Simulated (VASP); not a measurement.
Set up this calculation in VASP 6.6.1, as the native input.

* Task: electric field gradients
* Functional: r2SCAN
* Potentials or basis: VASP PAW PBE potentials, release 64 (Ti_sv, Ni)
* Cutoff: 520 eV
* k mesh: 14 × 14 × 14
* Occupations: fermi-dirac, width 0.05 eV
* Spin: no spin polarisation
* Dipole correction: no
* Further INCAR settings: ALGO = Normal; EDIFF = 1e-08; NBANDS = 18

TiNi:

```
Ti Ni
1.0
     2.92759    0.00000    0.00000
     0.00000    2.92759    0.00000
     0.00000    0.00000    2.92759
Ti Ni
1 1
Direct
  0.50000 0.50000 0.50000
  0.00000 0.00000 0.00000
```

One way to write it, as run:

POSCAR

```
TiNi
1.0
    2.9275869646      0.0000000000      0.0000000000
    0.0000000000      2.9275869646      0.0000000000
    0.0000000000      0.0000000000      2.9275869646
Ti Ni
1 1
Direct
    0.5000000000      0.5000000000      0.5000000000
    0.0000000000      0.0000000000      0.0000000000
```

INCAR.step1

```
ALGO = Normal
EDIFF = 1E-4
ENCUT = 520
GGA = PE
ISMEAR = -1
LASPH = T
LCHARG = F
LREAL = F
LWAVE = T
NBANDS = 18
NELM = 60
PREC = Accurate
SIGMA = 0.05
```

INCAR.step2

```
ALGO = Normal
EDIFF = 1E-8
ENCUT = 520
ISIF = 2
ISMEAR = -1
ISTART = 1
LASPH = T
LCHARG = F
LEFG = T
LMIXTAU = T
LREAL = F
LWAVE = F
METAGGA = R2SCAN
NBANDS = 18
NELM = 60
PREC = Accurate
SIGMA = 0.05
```

KPOINTS

```
k-points
0
Gamma
  14 14 14
```

Potentials or basis: VASP PAW PBE potentials, release 64 (Ti_sv, Ni).

The run is started by

```console
$ cat potpaw_PBE.64/Ti_sv/POTCAR potpaw_PBE.64/Ni/POTCAR > POTCAR
$ cp INCAR.step1 INCAR
$ mpirun -np 1 vasp_std > vasp.out
$ cp INCAR.step2 INCAR
$ mpirun -np 1 vasp_std > vasp.out
```

It gave:

| Property | Result |
| --- | --- |
| Pressure | 12.8 GPa |
| Band gap on the k mesh | zero (bands 11 and 12 overlap by 1.97 eV) |
| Largest electric field gradient by atom | under 0.05 V/Å² on every atom |

Caveat: the cell stands under pressure; the PAW data sets were made with another functional, which shifts forces and pressure a little.

Wall time 2.9 min on 1 thread of Intel(R) Xeon(R) Platinum 8259CL CPU @ 2.50GHz (Skylake/Cascade Lake) (shared host), peak memory 0.19 GiB.
